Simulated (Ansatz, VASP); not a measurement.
One calculation of Al2Cu, two programs

```
Al Cu
1.0
     4.40960    0.00000    0.00000
     0.00000    4.40960    0.00000
     0.00000    0.00000    3.03860
Al Cu
2 1
Direct
  0.50000 0.00000 0.50000
  0.00000 0.50000 0.50000
  0.00000 0.00000 0.00000
```

Alike in both runs: task single point; functional PBE; k mesh 10 × 10 × 14; occupations gaussian, width 0.15 eV; no spin polarisation.

|  | VASP | Ansatz |
| --- | --- | --- |
| version | VASP 6.6.1 | Ansatz 0.2.0 |
| potentials or method | VASP PAW PBE potentials, release 64 (Al, Cu), cutoff 520 eV | scalar-relativistic, plane waves, PAW |
| valence electrons in the cell | 17 | 25 |

```tsv
	VASP	Ansatz	Ansatz less VASP
gap on the k mesh at the Fermi level (eV)	none	none	-
pressure (GPa)	-10.4	-10.6	-0.15
traceless stress, the component that is largest in VASP (GPa)	-0.11	-0.10	+0.013
```

A gap of «none» marks a metal or a gap that the smearing closes. With one functional, cell and mesh, what is left measures potentials, basis and numerics. VASP's potentials hold 17 valence electrons a cell and Ansatz's 25, so a difference there can come from the potentials and not from the codes.
